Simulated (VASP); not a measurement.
## Ag: relaxation of cell and atoms with LDA

The system is Ag.

```xyz
1
Lattice="0.0000 2.0431 2.0431 2.0431 0.0000 2.0431 2.0431 2.0431 0.0000" Properties=species:S:1:pos:R:3 pbc="T T T"
Ag    0.0000    0.0000    0.0000
```

- Program: VASP 6.6.1
- Task: relaxation of cell and atoms
- Functional: LDA
- Potentials or basis: VASP PAW LDA potentials, release 64 (Ag)
- Cutoff: 600 eV
- k mesh: 13 × 13 × 13
- Occupations: fermi-dirac, width 0.1 eV
- Spin: no spin polarisation
- Dipole correction: no
- Further INCAR settings: ALGO = Normal; EDIFF = 1e-07; IBRION = 2; EDIFFG = -0.01; NSW = 80; ISIF = 3

| Item | Value |
| --- | --- |
| Relaxed volume | 16.02 Å³/atom |
| Relaxed cell | a = 2.830 Å, b = 2.830 Å, c = 2.830 Å, α = 60.00°, β = 60.00°, γ = 60.00° |
| Space group after relaxing (to 0.1 Å) | Fm-3m (No. 225) |
| Energy gained by relaxing | 25.6 meV/atom |
| Ionic steps | 3 |
| Pressure after relaxing | -0.1 GPa |
| Band gap on the k mesh | zero (an odd number of electrons rules out a gap without spin polarisation) |

Step by step:
| step | energy change (eV) | largest force (eV/Å) | pressure (GPa) | volume (Å³) |
| --- | --- | --- | --- | --- |
| 1 | 0.0000 | 0.0000 | -7.32 | 17.06 |
| 2 | -0.0057 | 0.0000 | 8.35 | 15.20 |
| 3 | -0.0256 | 0.0000 | -0.07 | 16.02 |

Final structure:
```
CELL_PARAMETERS angstrom
0.00000 2.00084 2.00084
2.00084 0.00000 2.00084
2.00084 2.00084 0.00000
ATOMIC_POSITIONS crystal
Ag 0.00000 0.00000 0.00000
```

Levels at points of the mesh, in eV from the Fermi level:
```tsv
k point	band 3	band 4	band 5	band 6	band 7	band 8	band 9
(0.00, 0.00, 0.00)	-5.19	-5.19	-4.01	-4.01	15.97	19.84	19.84
```

It took 19 s on 1 thread of Intel Xeon 8259CL, on a shared host, peak memory 0.15 GiB.

LDA usually gives volumes a few per cent too small. Zero-point motion and thermal expansion aren't in these numbers.
